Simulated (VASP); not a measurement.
The system is BaSnAu.

```
Ba Sn Au
1.0
     4.06366    0.00000    0.00000
     0.00000    4.06366    0.00000
     0.00000    0.00000    6.29865
Ba Sn Au
1 1 1
Direct
  0.00000 0.00000 0.00000
  0.50000 0.50000 0.50000
  0.00000 0.00000 0.50000
```

The cell was built from a structure type or drawn by symmetry, and may not be a known phase.

- Program: VASP 6.6.1
- Task: relaxation of cell and atoms
- Functional: PBE
- Potentials or basis: VASP PAW PBE potentials, release 64 (Ba_sv, Sn_d, Au_sv_GW)
- Cutoff: 500 eV
- k mesh: 4 × 4 × 4
- Occupations: gaussian, width 0.1 eV
- Spin: no spin polarisation

At the start: pressure -0.9 GPa; volume 34.67 Å³/atom.

Problem. Where does the relaxation end?

Solution. Over 4 steps the energy falls by 3.4 meV/atom and the volume is 33.94 Å³/atom (-2.1 %); space group P4/mmm (No. 123, to 0.1 Å) before and after.

The path:
```csv
step,energy change (eV),largest force (eV/Å),pressure (GPa),volume (Å³)
1,0.0000,0.0000,-0.85,104.01
2,-0.0094,0.0000,0.25,101.26
3,-0.0096,0.0000,0.11,101.58
4,-0.0101,0.0000,0.03,101.82
```

Final structure:
```yaml
crystal:
  lattice:
    - [4.01483, 0.00000, 0.00000]
    - [0.00000, 4.01483, 0.00000]
    - [0.00000, 0.00000, 6.31657]
  atoms:
    - { symbol: Ba, position: [0.00000, 0.00000, 0.00000] }
    - { symbol: Sn, position: [0.50000, 0.50000, 0.50000] }
    - { symbol: Au, position: [0.00000, 0.00000, 0.50000] }
```

Caveat: the k points lie up to 0.39 Å⁻¹ apart in the final cell, too coarse for converged energies and pressures of a metal.
